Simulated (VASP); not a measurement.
Write the native input for VASP 6.6.1 that does the following.

* Task: single point
* Functional: PBE
* Potentials or basis: VASP PAW PBE potentials, release 64 (C)
* Cutoff: 600 eV
* k mesh: 10 × 10 × 10
* Occupations: gaussian, width 0.1 eV
* Spin: no spin polarisation
* Dipole correction: no
* Further INCAR settings: ALGO = Normal; EDIFF = 1e-06; NBANDS = 8

The structure of C lies in POSCAR:

```
C
1.0
    1.8019917600      0.0000000000      0.0000000000
    0.0000000000      1.8019917600      0.0000000000
    0.0000000000      0.0000000000      1.8497099500
C
1
Direct
    0.5000000000      0.5000000000      0.0000000000
```

The cell was built from a structure type or drawn by symmetry, and may not be a known phase.

These files were run (other wordings do the same):

INCAR

```
  PREC = Accurate
  ENCUT = 600
  EDIFF = 1E-6
  ISMEAR = 0
  SIGMA = 0.1
  LREAL = F
  LASPH = T
  NELM = 120
  ALGO = Normal
  ISIF = 2
  LWAVE = F
  LCHARG = T
  GGA = PE
  LELF = T
  LVHAR = T
  NBANDS = 8
  GGA_COMPAT = F
```

KPOINTS

```
Automatic mesh
0
Gamma
  10 10 10
```

Potentials or basis: VASP PAW PBE potentials, release 64 (C).

Command:

```bash
$ cat potpaw_PBE.64/C/POTCAR > POTCAR
$ mpirun -np 1 vasp_std > vasp.out
```

It gave:

```json
{"Pressure": "-18.3 GPa", "Band gap on the k mesh": "zero (bands 2 and 3 overlap by 11.29 eV)"}
```

Caveat: the cell stands under tension.

Wall time 6.3 s on 1 thread of Intel Xeon 8259CL, with other jobs on the host, peak memory 0.11 GiB.
